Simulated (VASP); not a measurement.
Set up this calculation in VASP 6.6.1, as the native input.

```
Task                   : single point
Functional             : revPBE
Dispersion             : D4
Potentials or basis    : VASP PAW PBE potentials, release 64 (As, Ga_d)
Cutoff                 : 520 eV
k mesh                 : 8 × 8 × 8
Occupations            : fermi-dirac, width 0.05 eV
Spin                   : no spin polarisation
Dipole correction      : no
Further INCAR settings : ALGO = Normal; EDIFF = 1e-07; NBANDS = 16
```

The structure of GaAs lies in POSCAR:

```
GaAs
1.0
    0.0000000000      2.8183498126      2.8183498126
    2.8183498126      0.0000000000      2.8183498126
    2.8183498126      2.8183498126      0.0000000000
As Ga
1 1
Direct
    0.7500000000      0.7500000000      0.7500000000
    0.0000000000      0.0000000000      0.0000000000
```

The input as run:

INCAR

```
SYSTEM = GaAs
PREC = Accurate ; ENCUT = 520
EDIFF = 1E-7 ; ISMEAR = -1
SIGMA = 0.05 ; LREAL = .False.
LASPH = .True. ; NELM = 100
ALGO = Normal ; ISIF = 2
LWAVE = .False. ; LCHARG = .False.
GGA = RE ; IVDW = 13
NBANDS = 16
```

KPOINTS

```
regular mesh
0
Gamma
  8 8 8
  0 0 0
```

Potentials or basis: VASP PAW PBE potentials, release 64 (As, Ga_d).

Run with:

```bash
$ cat potpaw_PBE.64/As/POTCAR potpaw_PBE.64/Ga_d/POTCAR > POTCAR
$ mpirun -np 1 vasp_std > vasp.out
```

Results of the run:

The pressure is 0.2 GPa, the band gap on the k mesh is 0.68 eV, direct and the dispersion energy per atom is -0.698 eV.

Caveat: the PAW data sets were made with another functional, which shifts forces and pressure a little.

Wall time 25 s on 1 thread of Intel(R) Xeon(R) Platinum 8259CL CPU @ 2.50GHz (Skylake/Cascade Lake), on a shared host, peak memory 0.18 GiB.
